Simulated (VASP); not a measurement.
Pt, 6 atoms in the cell. The structure is hexagonal, space group P6_3/mmc (No. 194). The conventional cell has a = 2.756 Å, b = 2.756 Å, c = 13.735 Å, α = 90.00°, β = 90.00°, γ = 120.00°. Within 3.6 Å of Pt (site symmetry -6m2) lie 12 Pt at 2.76 to 2.80 Å. Within 3.6 Å of Pt (site symmetry 3m) lie 12 Pt at 2.76 to 2.80 Å. This isn't the form of Pt at room conditions, which is fcc.

| Quantity | Value |
| --- | --- |
| Program | VASP 6.6.1 |
| Task | single point |
| Functional | PBEsol |
| Potentials or basis | VASP PAW PBE potentials, release 64 (Pt) |
| Cutoff | 520 eV |
| k mesh | 18 × 18 × 4 |
| Occupations | gaussian, width 0.1 eV |
| Spin | no spin polarisation |
| Dipole correction | no |
| Further INCAR settings | ALGO = Fast; EDIFF = 1e-06; NBANDS = 39 |

Potentials or basis: VASP PAW PBE potentials, release 64 (Pt).

The run is started by

```sh
$ cat potpaw_PBE.64/Pt/POTCAR > POTCAR
$ mpirun -np 1 vasp_std > vasp.out
```

Hardware: 1 thread of Intel Xeon 8259CL, with other jobs on the host.

Task: Estimate the wall time of this run.

Result: Run time: 12 min on 1 thread of Intel Xeon 8259CL, on a shared host, peak memory 0.4 GiB. Counts: scf iterations 21, k points 111.
